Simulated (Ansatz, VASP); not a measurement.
**Ca in VASP and in Ansatz**

The input INCAR:

```
ALGO     = Normal         # electronic algorithm
EDIFF    = 1E-7           # SCF threshold, eV
ENCUT    = 520            # plane-wave cutoff, eV
GGA      = RE             # functional
ISIF     = 2              # what is computed and relaxed
ISMEAR   = -1             # smearing method
LASPH    = T              # aspherical terms in the spheres
LCHARG   = F              # write CHGCAR
LREAL    = F              # projectors in reciprocal space
LWAVE    = F              # write WAVECAR
NBANDS   = 11             # bands
NELM     = 100            # most SCF steps
PREC     = Accurate       # precision mode
SIGMA    = 0.1            # smearing width, eV
```

File KPOINTS:

```
k-points
0
Gamma
  16 16 16
```

The input POSCAR:

```
Ca
1.0
    0.0000000000      2.8005020694      2.8005020694
    2.8005020694      0.0000000000      2.8005020694
    2.8005020694      2.8005020694      0.0000000000
Ca
1
Direct
    0.0000000000      0.0000000000      0.0000000000
```

Input for Ansatz:

```yaml
crystal:
  lattice:
    - [0.0, 2.8005020694, 2.8005020694]
    - [2.8005020694, 0.0, 2.8005020694]
    - [2.8005020694, 2.8005020694, 0.0]
  atoms:
    - { symbol: Ca, position: [0.0, 0.0, 0.0] }
hamiltonian:
  xc: revpbe
  pseudopotentials:
    kind: paw
    azcp:
      Ca: "pseudopotentials/Ca.paw.azcp"
basis:
  ecutwfc: 420
  fft_grid_basis: typed
kpoints:
  mp_grid: { grid: [16, 16, 16], shift: [0, 0, 0] }
magnetization:
  spin_polarized: false
scf:
  occupations: { method: fermi_dirac, width: 0.1 }
output:
  stress: true
```

Alike in both runs: task single point; functional revPBE; k mesh 16 × 16 × 16; occupations fermi-dirac, width 0.1 eV; no spin polarisation.

```csv
,VASP,Ansatz
version,VASP 6.6.1,Ansatz 0.2.0
potentials or method,"VASP PAW PBE potentials, release 64 (Ca_sv), cutoff 520 eV","plane waves (420 eV) with PAW, scalar-relativistic"
valence electrons in the cell,10,10
```

|  | VASP | Ansatz | Ansatz less VASP |
| --- | --- | --- | --- |
| pressure (GPa) | 0.0 | 0.0 | -0.01 |

VASP's potentials were made for PBE, not for revPBE.
